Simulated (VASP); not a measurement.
**Li3Au: single point with LDA**

The system is Li3Au.

```
Li Au
1.0
    -2.06145    2.06145    3.86748
     2.06145   -2.06145    3.86748
     2.06145    2.06145   -3.86748
Li Au
3 1
Direct
  0.75000 0.25000 0.50000
  0.25000 0.75000 0.50000
  0.50000 0.50000 0.00000
  0.00000 0.00000 0.00000
```

```yaml
Program: VASP 6.6.1
Task: single point
Functional: LDA
Potentials_or_basis: VASP PAW LDA potentials, release 64 (Li_sv, Au)
Cutoff: 520 eV
k_mesh: 8 × 8 × 8
Occupations: fermi-dirac, width 0.1 eV
Spin: no spin polarisation
Dipole_correction: no
Further_INCAR_settings: ALGO = Normal; EDIFF = 1e-07; NBANDS = 18
```

| Property | Result |
| --- | --- |
| Band gap on the k mesh | zero (bands 10 and 11 overlap by 3.36 eV) |

Levels at points of the mesh, in eV from the Fermi level:
| k point | band 6 | band 7 | band 8 | band 9 | band 10 | band 11 | band 12 | band 13 | band 14 | band 15 |
| --- | --- | --- | --- | --- | --- | --- | --- | --- | --- | --- |
| (0.00, 0.00, 0.00) | -4.20 | -4.20 | -4.15 | -3.90 | 2.31 | 3.91 | 3.91 | 4.84 | 5.19 | 5.19 |
| (0.50, 0.00, 0.00) | -4.19 | -3.99 | -3.93 | -3.35 | -1.90 | 1.68 | 2.80 | 4.28 | 5.53 | 7.71 |
| (0.50, 0.50, 0.00) | -4.12 | -3.97 | -3.67 | -2.55 | -0.80 | -0.25 | -0.16 | 3.13 | 5.48 | 7.04 |
| (0.50, 0.50, 0.50) | -3.94 | -3.94 | -3.86 | -3.67 | -2.07 | 1.29 | 1.29 | 5.01 | 7.61 | 9.34 |

It took 110 s on 1 thread of AMD EPYC 7R43 64-Core Processor (Zen 3), with other jobs on the host, peak memory 0.17 GiB.

Caveat: spin-orbit coupling is left out, which moves the levels of the heavy elements.
